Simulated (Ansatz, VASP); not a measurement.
## Two plane-wave programs on CrN2

```xyz
6
Lattice="3.9018 0.0000 0.0000 0.0000 4.8095 0.0000 0.0000 0.0000 2.7842" Properties=species:S:1:pos:R:3 pbc="T T T"
Cr    0.0000    0.0000    0.0000
Cr    1.9509    2.4048    1.3921
N     3.3796    2.8317    0.0000
N     0.5222    1.9778    0.0000
N     1.4287    4.3825    1.3921
N     2.4731    0.4270    1.3921
```

Alike in both runs: task single point; functional PBEsol; k mesh 6 × 5 × 8; occupations fermi-dirac, width 0.05 eV; collinear spin; fixed moment 3 μB.

```csv
,VASP,Ansatz
version,VASP 6.6.1,Ansatz 0.2.0
potentials or method,"VASP PAW PBE potentials, release 64 (Cr_pv, N)",Ansatz PAW
plane-wave cutoff (eV),520,420
valence electrons in the cell,44,48
```

|  | VASP | Ansatz | Ansatz less VASP |
| --- | --- | --- | --- |
| pressure (GPa) | -12.9 | -13.1 | -0.25 |
| traceless stress, the component that is largest in VASP (GPa) | 2.45 | 2.17 | -0.277 |
| rms of the force components (eV/Å) | 0.048 | 0.018 | -0.0299 |
| net moment per atom (μB) | 0.50 | 0.50 | 0.000 |
| size of the moment on the site where the two differ most (μB) | 1.68 | 1.45 | -0.236 |

VASP's potentials were made for PBE, not for PBEsol. Site moments also hang on the region over which each program counts them. Atom by atom the forces differ by 0.035 eV/Å (rms over components). The functional is the same, so the differences come from potentials, cutoffs and numerics. VASP's potentials hold 44 valence electrons a cell and Ansatz's 48, so a difference there can come from the potentials and not from the codes.
